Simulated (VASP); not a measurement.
Write the native input for VASP 6.6.1 that does the following.

* Task: single point
* Functional: PBE
* Potentials or basis: VASP PAW PBE potentials, release 64 (Zn, S)
* Cutoff: 520 eV
* k mesh: 12 × 12 × 12
* Occupations: gaussian, width 0.05 eV
* Spin: no spin polarisation
* Dipole correction: no
* Further INCAR settings: ALGO = Normal; EDIFF = 1e-07; NBANDS = 16

The structure of ZnS lies in POSCAR:

```
ZnS
1.0
    0.0000000000      2.7136356142      2.7136356142
    2.7136356142      0.0000000000      2.7136356142
    2.7136356142      2.7136356142      0.0000000000
Zn S
1 1
Direct
    0.0000000000      0.0000000000      0.0000000000
    0.7500000000      0.7500000000      0.7500000000
```

One way to write it, as run:

INCAR

```
SYSTEM = ZnS
PREC = Accurate ; ENCUT = 520
EDIFF = 1E-7 ; ISMEAR = 0
SIGMA = 0.05 ; LREAL = .FALSE.
LASPH = .TRUE. ; NELM = 60
ALGO = Normal ; ISIF = 2
LWAVE = .FALSE. ; LCHARG = .FALSE.
GGA = PE ; NBANDS = 16
```

KPOINTS

```
Automatic mesh
0
G
  12 12 12
  0 0 0
```

Potentials or basis: VASP PAW PBE potentials, release 64 (Zn, S).

Run with:

```sh
$ cat potpaw_PBE.64/Zn/POTCAR potpaw_PBE.64/S/POTCAR > POTCAR
$ mpirun -np 1 vasp_std > vasp.out
```

Results of the run:

- Pressure: 0.8 GPa
- Band gap on the k mesh: 2.06 eV, direct

It took 98 s on 1 thread of AMD EPYC 7R13, on a shared host, peak memory 0.16 GiB.
